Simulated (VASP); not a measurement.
Wanted: the native input for a VASP 6.6.1 run.

```yaml
Task: single point
Functional: PBEsol
Potentials_or_basis: VASP PAW PBE potentials, release 64 (Al, O)
Cutoff: 520 eV
k_mesh: 6 × 6 × 6
Occupations: gaussian, width 0.05 eV
Spin: no spin polarisation
Dipole_correction: no
Further_INCAR_settings: ALGO = Normal; EDIFF = 1e-07; NBANDS = 35
```

The structure of Al2O3 lies in POSCAR:

```
Al2O3
1.0
    2.2923975274      1.3235163295      3.9496481132
   -2.2923975274      1.3235163295      3.9496481132
    0.0000000000     -2.6470326590      3.9496481132
Al O
4 6
Direct
    0.8520350473      0.8520350473      0.8520350473
    0.6479649527      0.6479649527      0.6479649527
    0.1479649527      0.1479649527      0.1479649527
    0.3520350473      0.3520350473      0.3520350473
    0.0558571577      0.4441428423      0.7500000000
    0.7500000000      0.0558571577      0.4441428423
    0.4441428423      0.7500000000      0.0558571577
    0.9441428423      0.5558571577      0.2500000000
    0.2500000000      0.9441428423      0.5558571577
    0.5558571577      0.2500000000      0.9441428423
```

This cell differs from its parent crystal: volume 7.190 Å^3 an atom, c/a of the conventional cell 2.5844.

The input as run:

INCAR

```
  PREC = Accurate
  ENCUT = 520
  EDIFF = 1E-7
  ISMEAR = 0
  SIGMA = 0.05
  LREAL = False
  LASPH = True
  NELM = 100
  ALGO = Normal
  ISIF = 2
  LWAVE = False
  LCHARG = False
  GGA = PS
  NBANDS = 35
```

KPOINTS

```
Automatic mesh
0
Gamma
  6 6 6
```

Potentials or basis: VASP PAW PBE potentials, release 64 (Al, O).

Run with:

```bash
$ cat potpaw_PBE.64/Al/POTCAR potpaw_PBE.64/O/POTCAR > POTCAR
$ mpirun -np 1 vasp_std > vasp.out
```

Results of the run:

```json
{
 "Pressure": "60.1 GPa",
 "Largest force": "0.705 eV/Å",
 "Band gap on the k mesh": "7.67 eV, direct"
}
```

Caveat: the PAW data sets were made with another functional, which shifts forces and pressure a little.

Run time: 59 s on 1 thread of AMD EPYC 9R45 96-Core Processor (Zen 5), on a shared host, peak memory 0.19 GiB.
